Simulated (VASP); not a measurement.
# Ge (Fd-3m) in VASP: a series of runs

Runs on Ge. Level: PBE. Tasks: single point.

All numbers are computed with VASP 6.6.1; they aren't measurements. Logs are shortened: lines on timing, memory, paths and dates and some standing lists are left out, and cuts for length are marked.

## Step 1: The cell of the first run

It takes space group Fd-3m (No. 227, cubic). The conventional cell has a = 5.760 Å, b = 5.760 Å, c = 5.760 Å, α = 90.00°, β = 90.00°, γ = 90.00°. Ge (site symmetry -43m) has 4 Ge at 2.49 Å within 3.3 Å.

## Step 2: Single point, PBE

File INCAR:

```
  PREC = Accurate
  ENCUT = 520
  EDIFF = 1E-6
  ISMEAR = 0
  SIGMA = 0.1
  LREAL = F
  LASPH = T
  NELM = 100
  ALGO = Normal
  ISIF = 2
  LWAVE = F
  LCHARG = T
  GGA = PE
  LELF = T
  LVHAR = T
  NBANDS = 21
```

File KPOINTS:

```
Automatic mesh
0
Gamma
  12 12 12
```

File POSCAR:

```
Ge
1.0
    0.0000000000      2.8798158597      2.8798158597
    2.8798158597      0.0000000000      2.8798158597
    2.8798158597      2.8798158597      0.0000000000
Ge
2
Direct
    0.5000000000      0.5000000000      0.5000000000
    0.7500000000      0.7500000000      0.7500000000
```

Potentials or basis: VASP PAW PBE potentials, release 64 (Ge_d).

Launch:

```bash
> cat potpaw_PBE.64/Ge_d/POTCAR > POTCAR
> mpirun -np 1 vasp_std > vasp.out
```

OUTCAR:

```text
PREC = Accurate
   ENCUT = 520
   EDIFF = 1E-6
   ISMEAR = 0
   LREAL = F
   LASPH = T
   NELM = 100
   ISIF = 2
   GGA = PE

 ion  position               nearest neighbor table
   1  0.500  0.500  0.500-   2 2.49   2 2.49   2 2.49   2 2.49
   2  0.750  0.750  0.750-   1 2.49   1 2.49   1 2.49   1 2.49

  LATTYP: Found a face centered cubic cell.
 ALAT       =     5.7596317194

  Lattice vectors:

 A1 = (   0.0000000000,   2.8798158597,   2.8798158597)
 A2 = (   2.8798158597,   0.0000000000,   2.8798158597)
 A3 = (   2.8798158597,   2.8798158597,   0.0000000000)

Analysis of symmetry for initial positions (statically):
=====================================================================
 Subroutine PRICEL returns:
 Original cell was already a primitive cell.

 Routine SETGRP: Setting up the symmetry group for a
 face centered cubic supercell.

 Subroutine GETGRP returns: Found 48 space group operations
 (whereof 24 operations were pure point group operations)
 out of a pool of 48 trial point group operations.

The static configuration has the point symmetry T_d .
 The point group associated with its full space group is O_h .

Analysis of symmetry for dynamics (positions and initial velocities):
=====================================================================
 Subroutine PRICEL returns:
 Original cell was already a primitive cell.

 Routine SETGRP: Setting up the symmetry group for a
 face centered cubic supercell.

 Subroutine GETGRP returns: Found 48 space group operations
 (whereof 24 operations were pure point group operations)
 out of a pool of 48 trial point group operations.

The dynamic configuration has the point symmetry T_d .
 The point group associated with its full space group is O_h .

 Subroutine INISYM returns: Found 48 space group operations
 (whereof 24 operations are pure point group operations),
 and found     1 'primitive' translations

----------------------------------------------------------------------------------------

                                     Primitive cell

  volume of cell :      47.7666

  direct lattice vectors                    reciprocal lattice vectors
     0.000000000  2.879815860  2.879815860    -0.173622212  0.173622212  0.173622212
     2.879815860  0.000000000  2.879815860     0.173622212 -0.173622212  0.173622212
     2.879815860  2.879815860  0.000000000     0.173622212  0.173622212 -0.173622212

  length of vectors
     4.072674646  4.072674646  4.072674646     0.300722493  0.300722493  0.300722493

  position of ions in fractional coordinates (direct lattice)
     0.500000000  0.500000000  0.500000000
     0.750000000  0.750000000  0.750000000

  ion indices of the primitive-cell ions
   primitive index   ion index
                 1           1
                 2           2

----------------------------------------------------------------------------------------

 KPOINTS: Automatic mesh

Automatic generation of k-mesh.
 Grid dimensions read from file:
 generate k-points for:   12   12   12

 Generating k-lattice:

  Cartesian coordinates                     Fractional coordinates (reciprocal lattice)
    -0.014468518  0.014468518  0.014468518     0.083333333  0.000000000  0.000000000
     0.014468518 -0.014468518  0.014468518     0.000000000  0.083333333  0.000000000
     0.014468518  0.014468518 -0.014468518     0.000000000  0.000000000  0.083333333

  Length of vectors
     0.025060208  0.025060208  0.025060208

  Shift w.r.t. Gamma in fractional coordinates (k-lattice)
     0.000000000  0.000000000  0.000000000

 Subroutine IBZKPT returns following result:
 ===========================================

 Found     72 irreducible k-points:

 Following reciprocal coordinates:
            Coordinates               Weight
  0.000000  0.000000  0.000000      1.000000
  0.083333  0.000000  0.000000      8.000000
  0.166667  0.000000  0.000000      8.000000
  0.250000  0.000000  0.000000      8.000000
  0.333333  0.000000  0.000000      8.000000
  0.416667  0.000000  0.000000      8.000000
[... 16 lines left out ...]
  0.500000  0.166667  0.000000     24.000000
 -0.416667  0.166667  0.000000     24.000000
 [... further k-points ...]
   k-points           NKPTS =     72   k-points in BZ     NKDIM =     72   number of bands    NBANDS=     21
   number of dos      NEDOS =    301   number of ions     NIONS =      2
   total plane-waves  NPLWV =  27000
   dimension x,y,z NGX =    30 NGY =   30 NGZ =   30
   dimension x,y,z NGXF=    60 NGYF=   60 NGZF=   60
   ions per type =               2
   NGX,Y,Z   is equivalent  to a cutoff of  12.25, 12.25, 12.25 a.u.
   NGXF,Y,Z  is equivalent  to a cutoff of  24.49, 24.49, 24.49 a.u.
 SYSTEM =  unknown system
   PREC   = accura    normal or accurate (medium, high low for compatibility)
   ISTART =      0    job   : 0-new  1-cont  2-samecut
   ICHARG =      2    charge: 1-file 2-atom 10-const
   ISPIN  =      1    spin polarized calculation?
   LNONCOLLINEAR =      F non collinear calculations
   LSORBIT =      F    spin-orbit coupling
   LASPH  =      T    aspherical Exc in radial PAW
   ENCUT  =  520.0 eV  38.22 Ry    6.18 a.u.   7.57  7.57  7.57*2*pi/ulx,y,z
   NELM   =    100;   NELMIN=  2; NELMDL= -5     # of ELM steps
   EDIFF  = 0.1E-05   stopping-criterion for ELM
   LREAL  =      F    real-space projection
   EDIFFG = 0.1E-04   stopping-criterion for IOM
   NSW    =      0    number of steps for IOM
   IBRION =     -1    ionic relax: 0-MD 1-quasi-New 2-CG
   NFREE  =      0    steps in history (QN), initial steepest desc. (CG)
   ISIF   =      2    stress and relaxation
   ISYM   =      2    0-nonsym 1-usesym 2-fastsym
   POTIM  = 0.5000    time-step for ionic-motion
   TEBEG  =    0.0;   TEEND  =   0.0 temperature during run
   PSTRESS=    0.0 pullay stress
   NELECT =      28.0000    total number of electrons
   NUPDOWN=      -1.0000    fix difference up-down
   EMIN   =  10.00;   EMAX   =-10.00  energy-range for DOS
   EFERMI =   0.00;   METHOD = LEGACY
   ISMEAR =     0;   SIGMA  =   0.10  broadening in eV -4-tet -1-fermi 0-gaus
   EFERMI_NEDOS =   21; number of points for ismear=-14 and -15
   IALGO  =     38    algorithm
   IMIX   =      4    mixing-type and parameters
     AMIX     =   0.40;   BMIX     =  1.00
     AMIX_MAG =   1.60;   BMIX_MAG =  1.00
  volume/ion in A,a.u.               =      23.88       161.17
  Fermi-wavevector in a.u.,A,eV,Ry     =   1.370102  2.589117 25.540565  1.877179
  Thomas-Fermi vector in A             =   2.495918
   LORBIT       =      0    0 simple, 1 ext, 2 COOP (PROOUT), +10 PAW based schemes
   GGA     = PE    functional components
   LHFCALC =     F    Hartree Fock is set to
   AEXX    =    0.0000 exact exchange contribution
   IVDW    =     0    specifies the selected vdW correction
   LEPSILON=     F    determine dielectric tensor
   LRPA    =     F    only Hartree local field effects (RPA)
 non-spin polarized calculation
 Gauss-broadening in eV      SIGMA  =   0.10
  energy-cutoff  :      520.00
  volume of cell :       47.77
 maximum number of plane-waves:      1304
   NGX = 15   NGY = 15   NGZ = 15

 number of electron      27.9999980 magnetization

 Free energy of the ion-electron system (eV)
  ---------------------------------------------------
  ext. energy  EPLUGINS =         0.00000000
  ---------------------------------------------------
  free energy    TOTEN  =        -9.03610943 eV

  energy without entropy =       -9.03567399  energy(sigma->0) =       -9.03589171

 E-fermi :   4.4650     XC(G=0):  -9.6736

 val. band max:        4.3300826638   @ k =   0.0833   0.0000   0.0000
 cond. band min:       4.4846200630   @ k =   0.0000   0.0000   0.0000
 fundamental gap:      0.1545373991
 Fermi energy:         4.4650050442

 k-point     1 :       0.0000    0.0000    0.0000
  band No.  band energies     occupation
      1     -20.2620      2.00000
      2     -20.2620      2.00000
      3     -20.2620      2.00000
      4     -20.2298      2.00000
      5     -20.2298      2.00000
      6     -20.0464      2.00000
[... 13 lines left out ...]
     20      13.8254      0.00000
     21      13.8254      0.00000

 k-point     2 :       0.0833    0.0000    0.0000
  band No.  band energies     occupation
      1     -20.2656      2.00000
      2     -20.2656      2.00000
      3     -20.2610      2.00000
      4     -20.2249      2.00000
      5     -20.2249      2.00000
      6     -20.0531      2.00000
[... 13 lines left out ...]
     20      13.2969      0.00000
     21      13.2969      0.00000

 k-point     3 :       0.1667    0.0000    0.0000
  band No.  band energies     occupation
      1     -20.2722      2.00000
      2     -20.2722      2.00000
      3     -20.2582      2.00000
      4     -20.2149      2.00000
      5     -20.2149      2.00000
      6     -20.0623      2.00000
[... 13 lines left out ...]
     20      12.7637      0.00000
     21      12.7637      0.00000

 k-point     4 :       0.2500    0.0000    0.0000
  band No.  band energies     occupation
      1     -20.2777      2.00000
      2     -20.2777      2.00000
      3     -20.2543      2.00000
      4     -20.2053      2.00000
      5     -20.2053      2.00000
      6     -20.0701      2.00000
[... 13 lines left out ...]
     20      12.7338      0.00000
     21      12.7338      0.00000

 k-point     5 :       0.3333    0.0000    0.0000
  band No.  band energies     occupation
      1     -20.2812      2.00000
      2     -20.2812      2.00000
      3     -20.2503      2.00000
      4     -20.1983      2.00000
      5     -20.1983      2.00000
      6     -20.0752      2.00000
[... 13 lines left out ...]
     20      13.3276      0.00000
     21      13.3276      0.00000
[... 382 lines left out ...]
     20      14.0135      0.00000
     21      14.5931      0.00000

 k-point    22 :       0.4167    0.1667    0.0000
  band No.  band energies     occupation
      1     -20.2941      2.00000
      2     -20.2835      2.00000
      3     -20.2410      2.00000
      4     -20.1897      2.00000
      5     -20.1719      2.00000
      6     -20.1147      2.00000
[... 13 lines left out ...]
     20      14.3076      0.00000
     21      15.4075      0.00000

 k-point    23 :       0.5000    0.1667    0.0000
  band No.  band energies     occupation
      1     -20.2977      2.00000
      2     -20.2865      2.00000
      3     -20.2316      2.00000
      4     -20.1820      2.00000
      5     -20.1748      2.00000
      6     -20.1089      2.00000
[... 13 lines left out ...]
     20      15.1479      0.00000
     21      15.4584      0.00000

 k-point    24 :      -0.4167    0.1667    0.0000
  band No.  band energies     occupation
      1     -20.2979      2.00000
      2     -20.2885      2.00000
      3     -20.2267      2.00000
      4     -20.1827      2.00000
      5     -20.1766      2.00000
      6     -20.0972      2.00000
[... 13 lines left out ...]
     20      13.9837      0.00000
     21      14.5981      0.00000

 [... further k-points ...]
[... 5 lines left out ...]
  --------------------------------------------------------------------------------------
  -------------------------------------------------------------------------------------
  Total       -0.0164862     -0.0164862     -0.0164862     -0.0000000      0.0000000      0.0000000
  in kB       -0.5529767     -0.5529767     -0.5529767     -0.0000000      0.0000000      0.0000000
  external PRESSURE =      -0.5529767 kB  Pullay stress =       0.0000000 kB

 VOLUME and BASIS-vectors are now :
 -----------------------------------------------------------------------------
  energy-cutoff  :      520.00
  volume of cell :       47.77
      direct lattice vectors                 reciprocal lattice vectors
     0.000000000  2.879815860  2.879815860    -0.173622212  0.173622212  0.173622212
     2.879815860  0.000000000  2.879815860     0.173622212 -0.173622212  0.173622212
     2.879815860  2.879815860  0.000000000     0.173622212  0.173622212 -0.173622212

 POSITION                                       TOTAL-FORCE (eV/Angst)
 -----------------------------------------------------------------------------------
      2.87982      2.87982      2.87982         0.000000     -0.000000      0.000000
      4.31972      4.31972      4.31972        -0.000000      0.000000     -0.000000
 -----------------------------------------------------------------------------------
    total drift:                                0.000000     -0.000000     -0.000000

  FREE ENERGIE OF THE ION-ELECTRON SYSTEM (eV)
  ---------------------------------------------------
  free  energy   TOTEN  =        -9.0361094288 eV

  energy  without entropy=       -9.0356739894  energy(sigma->0) =       -9.03589171
```

It took 40 s on 1 thread of Intel Xeon Platinum 8375C at 2.90GHz (Ice Lake), shared host; peak memory 0.2 GiB.

What came out:

* Free energy: -9.0361 eV
* Pressure: -0.1 GPa
* Band gap on the k mesh: zero (filled and empty bands touch)

Levels at points of the mesh, in eV from the Fermi level:
| k point | band 10 | band 11 | band 12 | band 13 | band 14 | band 15 | band 16 | band 17 | band 18 | band 19 |
| --- | --- | --- | --- | --- | --- | --- | --- | --- | --- | --- |
| (0.00, 0.00, 0.00) | -24.50 | -12.36 | -0.43 | 0.02 | 0.02 | 0.02 | 2.55 | 2.55 | 2.55 | 6.32 |
| (0.50, 0.00, 0.00) | -24.48 | -10.40 | -7.34 | -1.30 | -1.30 | 0.05 | 3.74 | 3.74 | 7.12 | 10.25 |
| (0.50, 0.50, 0.00) | -24.47 | -8.67 | -8.67 | -2.87 | -2.87 | 0.84 | 0.84 | 9.10 | 9.10 | 11.10 |

## Step 3: Single point, PBE

This run uses another cell than the first one, of 20.70 Å³/atom, 0.867 times its volume.

File INCAR:

```
SYSTEM = Ge
  PREC = Accurate
  ENCUT = 520
  EDIFF = 1E-7
  ISMEAR = 0
  SIGMA = 0.1
  LREAL = .FALSE.
  LASPH = .TRUE.
  NELM = 80
  ALGO = Normal
  ISIF = 2
  LWAVE = .FALSE.
  LCHARG = .FALSE.
  GGA = PE
  NBANDS = 21
```

File KPOINTS:

```
regular mesh
0
G
  12 12 12
  0 0 0
```

File POSCAR:

```
Ge
1.0
    0.0000000000      2.7456388257      2.7456388257
    2.7456388257      0.0000000000      2.7456388257
    2.7456388257      2.7456388257      0.0000000000
Ge
2
Direct
    0.5000000000      0.5000000000      0.5000000000
    0.7500000000      0.7500000000      0.7500000000
```

Potentials or basis: VASP PAW PBE potentials, release 64 (Ge_d).

Launch:

```bash
> cat potpaw_PBE.64/Ge_d/POTCAR > POTCAR
> mpirun -np 1 vasp_std > vasp.out
```

It took 25 s on 1 thread of Intel Xeon 6975P-C (Granite Rapids), shared host; peak memory 0.19 GiB.

The run converged. Its results:

| Quantity | Value |
| --- | --- |
| Free energy | -8.8281 eV |
| Pressure | 11.9 GPa |
| Band gap on the k mesh | 0.43 eV, indirect (least direct gap 0.88 eV) |

Levels at points of the mesh, in eV from the valence-band top:
```
           k point  band 11  band 12  band 13  band 14  band 15  band 16  band 17  band 18
(0.00, 0.00, 0.00)   -13.49     0.00     0.00     0.00     0.88     2.58     2.58     2.58
(0.50, 0.00, 0.00)   -11.17    -8.05    -1.55    -1.55     0.47     3.78     3.78     7.15
(0.50, 0.50, 0.00)    -9.25    -9.25    -3.40    -3.40     0.62     0.62    10.28    10.28
```

A k mesh can miss the band edges.

## Step 4: Single point, PBE

This run uses another cell than the first one, of 20.70 Å³/atom, 0.867 times its volume.

File INCAR:

```
PREC     = Accurate       # precision mode
ENCUT    = 520            # plane-wave cutoff, eV
EDIFF    = 1E-6           # SCF threshold, eV
ISMEAR   = 0              # smearing method
SIGMA    = 0.1            # smearing width, eV
LREAL    = F              # projectors in reciprocal space
LASPH    = T              # aspherical terms in the spheres
NELM     = 80             # most SCF steps
ALGO     = Normal         # electronic algorithm
ISIF     = 2              # what is computed and relaxed
LWAVE    = F              # write WAVECAR
LCHARG   = F              # write CHGCAR
GGA      = PE             # functional
NBANDS   = 21             # bands
```

File KPOINTS:

```
regular mesh
0
Gamma
  12 12 12
```

POSCAR is that of step 3.

Launch:

```bash
> cat potpaw_PBE.64/Ge_d/POTCAR > POTCAR
> mpirun -np 1 vasp_std > vasp.out
```

Wall time 23 s (1 thread of Intel Xeon 6975P-C (Granite Rapids), shared host); peak memory 0.19 GiB.

The run converged. Its results:

```
Free energy            : -8.8281 eV
Pressure               : 11.9 GPa
Band gap on the k mesh : 0.43 eV, indirect (least direct gap 0.88 eV)
```

Levels at points of the mesh, in eV from the valence-band top:
```csv
k point,band 11,band 12,band 13,band 14,band 15,band 16,band 17,band 18
"(0.00, 0.00, 0.00)",-13.49,0.00,0.00,0.00,0.88,2.58,2.58,2.58
"(0.50, 0.00, 0.00)",-11.17,-8.05,-1.55,-1.55,0.47,3.78,3.78,7.15
"(0.50, 0.50, 0.00)",-9.25,-9.25,-3.40,-3.40,0.62,0.62,10.28,10.28
```

## Step 5: Single point, PBE

This run uses another cell than the first one, of 14.64 Å³/atom, 0.613 times its volume.

File INCAR:

```
PREC     = Accurate       # precision mode
ENCUT    = 520            # plane-wave cutoff, eV
EDIFF    = 1E-6           # SCF threshold, eV
ISMEAR   = 0              # smearing method
SIGMA    = 0.1            # smearing width, eV
LREAL    = False          # projectors in reciprocal space
LASPH    = True           # aspherical terms in the spheres
NELM     = 80             # most SCF steps
ALGO     = Normal         # electronic algorithm
ISIF     = 2              # what is computed and relaxed
LWAVE    = False          # write WAVECAR
LCHARG   = False          # write CHGCAR
GGA      = PE             # functional
NBANDS   = 21             # bands
```

File KPOINTS:

```
Automatic mesh
0
Gamma
  14 14 14
```

File POSCAR:

```
Ge
1.0
    0.0000000000      2.4463664046      2.4463664046
    2.4463664046      0.0000000000      2.4463664046
    2.4463664046      2.4463664046      0.0000000000
Ge
2
Direct
    0.5000000000      0.5000000000      0.5000000000
    0.7500000000      0.7500000000      0.7500000000
```

Launch:

```bash
> cat potpaw_PBE.64/Ge_d/POTCAR > POTCAR
> mpirun -np 1 vasp_std > vasp.out
```

Wall time 23 s (1 thread of Intel Xeon 6975P-C (Granite Rapids), shared host); peak memory 0.18 GiB.

The run converged. Its results:

```yaml
Free_energy: -5.7194 eV
Pressure: 89.8 GPa
Band_gap_on_the_k_mesh: zero (band 14 reaches 10.45 eV, above the bottom of band 15 at 10.07 eV)
```

Levels at points of the mesh, in eV from the Fermi level:
| k point | band 10 | band 11 | band 12 | band 13 | band 14 | band 15 | band 16 | band 17 | band 18 | band 19 |
| --- | --- | --- | --- | --- | --- | --- | --- | --- | --- | --- |
| (0.00, 0.00, 0.00) | -25.19 | -16.84 | 0.22 | 0.22 | 0.22 | 2.73 | 2.73 | 2.73 | 4.74 | 7.59 |
| (0.50, 0.00, 0.00) | -25.15 | -13.36 | -10.42 | -2.06 | -2.06 | 2.02 | 3.86 | 3.86 | 7.04 | 13.80 |
| (0.50, 0.50, 0.00) | -25.11 | -10.97 | -10.97 | -4.85 | -4.85 | 0.01 | 0.01 | 13.73 | 13.73 | 15.79 |

## Step 6: Overview

| cell | k mesh | gap on the mesh (eV) | pressure (GPa) |
| --- | --- | --- | --- |
| a = 4.073 Å, angles 60.0°, 2 atoms | 12 × 12 × 12 | none | -0.1 |
| a = 3.883 Å, angles 60.0°, 2 atoms | 12 × 12 × 12 | 0.43 | 11.9 |
| a = 3.460 Å, angles 60.0°, 2 atoms | 14 × 14 × 14 | none | 89.8 |

Alike in all rows: task single point; level PBE; potentials or basis VASP PAW PBE potentials, release 64 (Ge_d); no spin polarisation; cutoff (eV) 520; smearing gaussian 0.1 eV.

Total energies depend on the potentials used, so only differences within one code and one set of settings carry meaning.
